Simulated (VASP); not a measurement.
Runs of VASP 6.6.1 on KZnF3. The structure is that of space group Pm-3m (No. 221), or close to it. The cells are those of the table. 

```tsv
task	level	potentials or basis	cell	cutoff (eV)	smearing	gap on the mesh (eV)	pressure (GPa)	relaxed volume (Å³/atom)
single point	PBE	VASP PAW PBE potentials, release 64 (K_sv, Zn, F)	a = 4.046 Å, 5 atoms	520	fermi-dirac 0.02 eV	3.80	5.2	-
single point	PBEsol	VASP PAW PBE potentials, release 64 (K_sv, Zn, F)	a = 4.053 Å, 5 atoms	520	fermi-dirac 0.02 eV	3.63	0.4	-
single point	r2SCAN	VASP PAW PBE potentials, release 64 (K_sv, Zn, F)	a = 4.046 Å, 5 atoms	520	gaussian 0.01 eV	4.59	0.3	-
relaxation of cell and atoms	LDA	VASP PAW LDA potentials, release 64 (K_sv, Zn, F)	relaxed from a = 4.128 Å, 5 atoms	600	fermi-dirac 0.02 eV	3.74	0.0	12.59
single point	PBE	VASP PAW PBE potentials, release 64 (K_sv, Zn, F)	a = 4.128 Å, 5 atoms	520	fermi-dirac 0.02 eV	3.65	0.3	-
relaxation of cell and atoms	PBE	VASP PAW PBE potentials, release 64 (K_sv, Zn, F)	relaxed from a = 4.050 Å, 5 atoms	600	fermi-dirac 0.02 eV	(a)	0.0	14.10
single point	r2SCAN	VASP PAW PBE potentials, release 64 (K_sv, Zn, F)	a = 4.046 Å, 5 atoms	520	fermi-dirac 0.02 eV	4.59	0.3	-
dielectric tensor	PBE	VASP PAW PBE potentials, release 64 (K_sv, Zn, F)	a = 4.046 Å, 5 atoms	520	gaussian 0.01 eV	3.80	-	-
single point	LDA	VASP PAW LDA potentials, release 64 (K_sv, Zn, F)	a = 3.974 Å, 5 atoms	520	fermi-dirac 0.02 eV	(b)	0.5	-
single point	LDA	VASP PAW LDA potentials, release 64 (K_sv, Zn, F)	a = 4.046 Å, 5 atoms	520	gaussian 0.01 eV	3.60	-4.2	-
relaxation of cell and atoms	PBEsol	VASP PAW PBE potentials, release 64 (K_sv, Zn, F)	relaxed from a = 4.128 Å, 5 atoms	600	fermi-dirac 0.02 eV	3.63	0.0	13.35
```

Alike in all rows: no spin polarisation; k mesh 6 × 6 × 6.

Fill in the values left out.

(a) 3.64; (b) 3.75.

Caveats: the PAW data sets were made with another functional, which shifts forces and pressure a little (some runs); the volume moved by -10 % from the deposited cell, more than functionals usually miss (some runs).

A k mesh can miss the band edges.
